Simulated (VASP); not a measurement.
TiO2: single point with r2SCAN

The system is TiO2.

```xyz
9
Lattice="5.5541 0.0000 0.0000 -2.7770 4.8100 0.0000 0.0000 0.0000 6.0512" Properties=species:S:1:pos:R:3 pbc="T T T"
Ti    2.5847    0.0000    2.0171
Ti   -1.2923    2.2384    4.0342
Ti    1.4847    2.5716    0.0000
O     0.8556    4.1101    0.7172
O     3.6326    0.6998    3.3169
O     0.3547    2.0140    4.7514
O     3.1317    2.7960    5.3340
O    -1.2102    3.4958    2.7343
O     1.5668    1.3141    1.2998
```

| Property | Result |
| --- | --- |
| Program | VASP 6.6.1 |
| Task | single point |
| Functional | r2SCAN |
| Potentials or basis | VASP PAW PBE potentials, release 64 (Ti_sv, O) |
| Cutoff | 520 eV |
| k mesh | 6 × 6 × 5 |
| Occupations | fermi-dirac, width 0.05 eV |
| Spin | no spin polarisation |

| Property | Result |
| --- | --- |
| Pressure | 0.8 GPa |
| Largest force | 0.068 eV/Å |
| Band gap on the k mesh | 4.12 eV (least direct gap 4.13 eV) |

Forces on the atoms (eV/Å):
```
Ti  -0.020  0.000  0.000
Ti   0.010 -0.017  0.000
Ti   0.010  0.017  0.000
O    0.029  0.047 -0.039
O    0.029 -0.047  0.039
O    0.026 -0.049 -0.039
O    0.026  0.049  0.039
O   -0.055  0.002 -0.039
O   -0.055 -0.002  0.039
```

Levels at points of the mesh, in eV from the valence-band top:
```tsv
k point	band 34	band 35	band 36	band 37	band 38	band 39
(0.00, 0.00, 0.00)	-0.31	-0.29	-0.29	4.14	4.70	4.70
(0.50, 0.00, 0.00)	-0.76	-0.17	0.00	4.35	4.36	4.66
```

Wall time 19 min on 1 thread of Oxide Virtual Turin-like Processor, with other jobs on the host, peak memory 0.37 GiB.

Caveat: the PAW data sets were made with another functional, which shifts forces and pressure a little. A k mesh can miss the band edges.
